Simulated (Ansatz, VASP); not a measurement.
**Two plane-wave programs on PdCl**

```
CELL_PARAMETERS angstrom
2.66080 0.00000 0.00000
0.00000 2.66080 0.00000
0.00000 0.00000 2.66080
ATOMIC_POSITIONS crystal
Pd 0.00000 0.00000 0.00000
Cl 0.50000 0.50000 0.50000
```

Change from the starting cell: volume scaled by 0.55, PAW files.

Alike in both runs: task single point; functional PBE; k mesh 15 × 15 × 15; occupations fermi-dirac, width 0.08 eV; no spin polarisation.

```csv
,VASP,Ansatz
version,VASP 6.6.1,Ansatz 0.2.0
potentials or method,"VASP PAW PBE potentials, release 64 (Pd, Cl)","PAW with Ansatz's default frozen-core files, scalar-relativistic"
plane-wave cutoff (eV),520,420
valence electrons in the cell,17,25
```

Ansatz gave:

| Property | Result |
| --- | --- |
| pressure (GPa) | 219.5 |

Which values does VASP return?

Pressure (GPa): 220.9.

Both programs put the cell under a high pressure, so it lies far from rest at this level. VASP's potentials hold 17 valence electrons a cell and Ansatz's 25, so a difference there can come from the potentials and not from the codes.

Noted on VASP's run: the cell as given lies far from equilibrium.
